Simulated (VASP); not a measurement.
Set up this calculation in VASP 6.6.1, as the native input.

- Task: single point
- Functional: LDA
- Potentials or basis: VASP PAW LDA potentials, release 64 (Se)
- Cutoff: 500 eV
- k mesh: 5 × 5 × 5
- Occupations: gaussian, width 0.02 eV
- Spin: no spin polarisation
- Dipole correction: no
- Further INCAR settings: ALGO = Normal; EDIFF = 1e-06; NBANDS = 13

The structure of Se lies in POSCAR:

```
Se
1.0
    0.0625113400      3.1568226700      3.1568226700
    3.1568226700      0.0625113400      3.1568226700
    3.1568226700      3.1568226700      0.0625113400
Se
2
Direct
    0.5000000000      0.5000000000      0.5000000000
    0.7500000000      0.7500000000      0.7500000000
```

One way to write it, as run:

INCAR

```
  PREC = Accurate
  ENCUT = 500
  EDIFF = 1E-6
  ISMEAR = 0
  SIGMA = 0.02
  LREAL = F
  LASPH = T
  NELM = 120
  ALGO = Normal
  ISIF = 2
  LWAVE = F
  LCHARG = F
  NBANDS = 13
  GGA_COMPAT = F
```

KPOINTS

```
Automatic mesh
0
Gamma
  5 5 5
```

Potentials or basis: VASP PAW LDA potentials, release 64 (Se).

Launch:

```console
$ cat potpaw_LDA.64/Se/POTCAR > POTCAR
$ mpirun -np 1 vasp_std > vasp.out
```

Results of the run:

The pressure is -1.6 GPa, the largest force is 0.331 eV/Å and the band gap on the k mesh is zero (band 6 reaches 2.49 eV, above the bottom of band 7 at 1.57 eV).

It took 5.3 s on 1 thread of Intel(R) Xeon(R) 6975P-C (Granite Rapids) (shared host), peak memory 0.16 GiB.
